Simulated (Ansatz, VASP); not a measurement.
NaCl in VASP and in Ansatz

```
CELL_PARAMETERS angstrom
3.50219 0.00000 0.00000
0.00000 3.50219 0.00000
0.00000 0.00000 3.50219
ATOMIC_POSITIONS crystal
Cl 0.50000 0.50000 0.50000
Na 0.00000 0.00000 0.00000
```

Alike in both runs: task relaxation of cell and atoms; functional RPBE; k mesh 8 × 8 × 8; occupations fermi-dirac, width 0.05 eV; no spin polarisation.

```csv
,VASP,Ansatz
version,VASP 6.6.1,Ansatz 0.2.0
potentials or method,"VASP PAW PBE potentials, release 64 (Cl, Na_pv)",Ansatz PAW
plane-wave cutoff (eV),600,420
valence electrons in the cell,14,16
```

```csv
,VASP,Ansatz,Ansatz less VASP
"gap on the k mesh at the Fermi level, each at its own relaxed structure (eV)",4.03,4.02,-0.005
relaxed volume (Å³/atom),23.16,23.16,+0.007
relaxed length of the cell vector where the two differ most in proportion (Å),3.591,3.592,+0.0004
```

VASP's potentials were made for PBE, not for RPBE. VASP's potentials hold 14 valence electrons a cell and Ansatz's 16, so a difference there can come from the potentials and not from the codes.

Noted on Ansatz's run: the plane-wave basis is chosen anew once the cell has moved, so the energies of steps on either side of that aren't comparable.
